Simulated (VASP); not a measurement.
Si, 4 atoms in the cell. The structure is hexagonal, space group P6_3/mmc (No. 194). Conventional cell: a = 3.697 Å, b = 3.697 Å, c = 6.905 Å, α = 90.00°, β = 90.00°, γ = 120.00°. Si (site symmetry 3m) has 4 Si at 2.24 to 2.78 Å within 3.0 Å. This isn't the form of Si at room conditions, which is diamond. This cell differs from its parent crystal: atoms shifted along a free coordinate, c/a of the conventional cell at fixed volume 1.8676.

```yaml
Program: VASP 6.6.1
Task: single point
Functional: PBE
Potentials_or_basis: VASP PAW PBE potentials, release 64 (Si)
Cutoff: 520 eV
k_mesh: 12 × 12 × 6
Occupations: gaussian, width 0.05 eV
Spin: no spin polarisation
Dipole_correction: no
Further_INCAR_settings: ALGO = Normal; EDIFF = 1e-07; NBANDS = 16
```

Potentials or basis: VASP PAW PBE potentials, release 64 (Si).

The run is started by

```console
$ cat potpaw_PBE.64/Si/POTCAR > POTCAR
$ mpirun -np 1 vasp_std > vasp.out
```

Hardware: 1 thread of Intel Xeon 8259CL, on a shared host.

Problem. Estimate the wall time of this run.

Solution. It took 2.3 min on 1 thread of Intel Xeon 8259CL (shared host), peak memory 0.23 GiB. Counts: scf iterations 15, k points 76.
